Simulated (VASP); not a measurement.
Here is a VASP 6.6.1 calculation.

INCAR

```
  PREC = Accurate
  ENCUT = 600
  EDIFF = 1E-6
  ISMEAR = 0
  SIGMA = 0.1
  LREAL = F
  LASPH = T
  NELM = 100
  ALGO = Normal
  ISIF = 3
  LWAVE = F
  LCHARG = F
  GGA = PE
  IBRION = 2
  NSW = 100
  EDIFFG = -0.01
```

File KPOINTS:

```
Automatic mesh
0
Gamma
  12 12 10
```

File POSCAR:

```
LiBe
1.0
    4.1598219425      0.0000000000      0.0000000000
   -2.0799109712      3.6025114774      0.0000000000
    0.0000000000      0.0000000000      4.7172578730
Li Be
2 2
Direct
    0.3333333333      0.6666666667      0.7500000000
    0.6666666667      0.3333333333      0.2500000000
    0.3333333333      0.6666666667      0.2500000000
    0.6666666667      0.3333333333      0.7500000000
```

Potentials or basis: VASP PAW PBE potentials, release 64 (Li_sv, Be).

Launch:

```console
$ cat potpaw_PBE.64/Li_sv/POTCAR potpaw_PBE.64/Be/POTCAR > POTCAR
$ mpirun -np 1 vasp_std > vasp.out
```

(1) What does it give for the space group after relaxing (to 0.1 Å)?

(2) Estimate the band gap on the k mesh.

(3) What does it give for the relaxed volume?

(4) Estimate the relaxed cell.

Answers

(1) P6_3/mmc (No. 194).

(2) zero (bands 5 and 6 overlap by 3.97 eV).

(3) 17.72 Å³/atom.

(4) a = 4.159 Å, b = 4.159 Å, c = 4.733 Å, α = 90.00°, β = 90.00°, γ = 120.00°.

Caveat: the cutoff is under 1.25 times the usual one of these potentials, so pressure, stress and relaxed cells hold a basis-set (Pulay) error.
